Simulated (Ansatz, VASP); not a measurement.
# Two plane-wave programs on InP

```
In P
1.0
     0.00000    2.97974    2.97974
     2.97974    0.00000    2.97974
     2.97974    2.97974    0.00000
In P
1 1
Direct
  0.00000 0.00000 0.00000
  0.25000 0.25000 0.25000
```

Alike in both runs: functional PBE; k mesh 10 × 10 × 10; occupations fermi-dirac, width 0.02 eV; no spin polarisation.

Ansatz relaxed the structure, and its values are those at the end. VASP's run is a single point on that final structure, the one shown.

|  | VASP | Ansatz |
| --- | --- | --- |
| version | VASP 6.6.1 | Ansatz 0.2.0 |
| potentials or method | VASP PAW PBE potentials, release 64 (In_d, P) | PAW with Ansatz's default frozen-core files, scalar-relativistic |
| plane-wave cutoff (eV) | 520 | 420 |
| valence electrons in the cell | 18 | 18 |

```csv
,VASP,Ansatz,Ansatz less VASP
pressure (GPa),-0.1,0.0,+0.05
```
